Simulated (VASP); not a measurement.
**ScAgC4N4: relaxation of cell and atoms with PBE**

The system is ScAgC4N4.

```xyz
10
Lattice="6.1338 0.0000 0.0000 0.0000 6.1338 0.0000 0.0000 0.0000 6.1338" Properties=species:S:1:pos:R:3 pbc="T T T"
Sc    3.0669    3.0669    3.0669
Ag    0.0000    0.0000    0.0000
C     1.1674    1.1674    1.1674
C     1.1674    4.9664    4.9664
C     4.9664    1.1674    4.9664
C     4.9664    4.9664    1.1674
N     1.8429    1.8429    1.8429
N     1.8429    4.2909    4.2909
N     4.2909    1.8429    4.2909
N     4.2909    4.2909    1.8429
```

```json
{
 "Program": "VASP 6.6.1",
 "Task": "relaxation of cell and atoms",
 "Functional": "PBE",
 "Potentials or basis": "VASP PAW PBE potentials, release 64 (Sc_sv, Ag, C, N)",
 "Cutoff": "600 eV",
 "k mesh": "4 × 4 × 4",
 "Occupations": "gaussian, width 0.1 eV",
 "Spin": "no spin polarisation",
 "Dipole correction": "no",
 "Further INCAR settings": "ALGO = Normal; EDIFF = 1e-06; IBRION = 2; EDIFFG = -0.04; NSW = 90; ISIF = 3"
}
```

| Item | Value |
| --- | --- |
| Relaxed volume | 24.44 Å³/atom |
| Relaxed cell | a = 6.252 Å, b = 6.252 Å, c = 6.252 Å, α = 90.00°, β = 90.00°, γ = 90.00° |
| Space group after relaxing (to 0.1 Å) | P-43m (No. 215) |
| Energy gained by relaxing | 37.2 meV/atom |
| Ionic steps | 10 |
| Pressure after relaxing | 0.0 GPa |
| Largest force after relaxing | 0.019 eV/Å |
| Band gap on the k mesh | 2.73 eV (least direct gap 2.75 eV) |

Forces in eV/Å, atoms in the order of the input:
```
Sc   0.000  0.000  0.000
Ag   0.000  0.000  0.000
C    0.011  0.011  0.011
C    0.011 -0.011 -0.011
C   -0.011  0.011 -0.011
C   -0.011 -0.011  0.011
N    0.003  0.003  0.003
N    0.003 -0.003 -0.003
N   -0.003  0.003 -0.003
N   -0.003 -0.003  0.003
```

The path:
```csv
step,energy change (eV),largest force (eV/Å),pressure (GPa),volume (Å³)
1,0.0000,1.8059,2.71,230.77
2,1.4227,8.1872,-6.97,244.07
3,-0.0661,1.9163,0.53,232.88
4,-0.3031,1.2008,-0.55,240.72
5,-0.3574,0.7747,-1.08,247.16
6,-0.0179,4.8786,4.19,242.68
7,-0.3686,0.1129,-0.35,246.45
8,-0.3686,0.1290,-0.34,246.43
9,-0.3714,0.0688,-0.16,245.40
10,-0.3723,0.0191,0.03,244.36
```

Final structure:
```
Sc Ag C N
1.0
     6.25186    0.00000    0.00000
     0.00000    6.25186    0.00000
     0.00000    0.00000    6.25186
Sc Ag C N
1 1 4 4
Direct
  0.50000 0.50000 0.50000
  0.00000 0.00000 0.00000
  0.19885 0.19885 0.19885
  0.19885 0.80115 0.80115
  0.80115 0.19885 0.80115
  0.80115 0.80115 0.19885
  0.30791 0.30791 0.30791
  0.30791 0.69209 0.69209
  0.69209 0.30791 0.69209
  0.69209 0.69209 0.30791
```

Levels at points of the mesh, in eV from the valence-band top:
| k point | band 26 | band 27 | band 28 | band 29 | band 30 | band 31 | band 32 | band 33 |
| --- | --- | --- | --- | --- | --- | --- | --- | --- |
| (0.00, 0.00, 0.00) | -1.82 | -0.02 | -0.02 | -0.02 | 2.77 | 2.77 | 3.30 | 3.30 |
| (0.50, 0.00, 0.00) | -1.63 | -0.12 | -0.02 | -0.02 | 2.73 | 2.79 | 3.58 | 3.59 |
| (0.50, 0.50, 0.00) | -1.60 | -0.05 | -0.01 | -0.01 | 2.75 | 2.76 | 3.59 | 3.67 |
| (0.50, 0.50, 0.50) | -1.78 | 0.00 | 0.00 | 0.00 | 2.79 | 2.79 | 3.54 | 3.54 |

It took 8.2 min on 1 thread of Intel(R) Xeon(R) 6975P-C (Granite Rapids) (shared host), peak memory 0.44 GiB.

A k mesh can miss the band edges.
